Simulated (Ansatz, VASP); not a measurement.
## Na: VASP beside Ansatz

INCAR

```
PREC     = Accurate       # precision mode
ENCUT    = 520            # plane-wave cutoff, eV
EDIFF    = 1E-6           # SCF threshold, eV
ISMEAR   = -1             # smearing method
SIGMA    = 0.1            # smearing width, eV
LREAL    = F              # projectors in reciprocal space
LASPH    = T              # aspherical terms in the spheres
NELM     = 80             # most SCF steps
ALGO     = Normal         # electronic algorithm
ISIF     = 2              # what is computed and relaxed
LWAVE    = F              # write WAVECAR
LCHARG   = F              # write CHGCAR
NBANDS   = 14             # bands
```

KPOINTS

```
Automatic mesh
0
Gamma
  11 11 6
```

The input POSCAR:

```
Na
1.0
    3.6192453809      0.0000000000      0.0000000000
   -1.8096226905      3.1343584424      0.0000000000
    0.0000000000      0.0000000000      5.9091628235
Na
2
Direct
    0.3333333333      0.6666666667      0.2500000000
    0.6666666667      0.3333333333      0.7500000000
```

Input for Ansatz:

```yaml
crystal:
  lattice:
    - [3.6192453809, 0.0, 0.0]
    - [-1.8096226905, 3.1343584424, 0.0]
    - [0.0, 0.0, 5.9091628235]
  atoms:
    - { symbol: Na, position: [0.3333333333, 0.6666666667, 0.25] }
    - { symbol: Na, position: [0.6666666667, 0.3333333333, 0.75] }
hamiltonian:
  xc: lda
  pseudopotentials:
    kind: paw
    azcp:
      Na: "pseudopotentials/Na.paw.azcp"
basis:
  ecutwfc: 420
  fft_grid_basis: typed
kpoints:
  mp_grid: { grid: [11, 11, 6], shift: [0, 0, 0] }
magnetization:
  spin_polarized: false
scf:
  occupations: { method: fermi_dirac, width: 0.1 }
  lower_state_search: "off"
output:
  stress: true
  write_density: true
  write_potential: true
  elf: true
  volumetric_format: npy
```

Alike in both runs: task single point; functional LDA; k mesh 11 × 11 × 6; occupations fermi-dirac, width 0.1 eV; no spin polarisation.

|  | VASP | Ansatz |
| --- | --- | --- |
| version | VASP 6.6.1 | Ansatz 0.2.0 |
| potentials or method | VASP PAW LDA potentials, release 64 (Na_pv), cutoff 520 eV | plane waves (420 eV) with PAW, scalar-relativistic |
| valence electrons in the cell | 14 | 18 |

```tsv
	VASP	Ansatz	Ansatz less VASP
pressure (GPa)	0.0	0.0	-0.02
traceless stress, the component that is largest in VASP (GPa)	0.13	0.13	+0.001
```

Ansatz warns that its potentials were made for another functional, while VASP's fit it. LDA's correlation is that of Perdew and Zunger in VASP and of Perdew and Wang (1992) in Ansatz. VASP's potentials hold 14 valence electrons a cell and Ansatz's 18, so a difference there can come from the potentials and not from the codes.
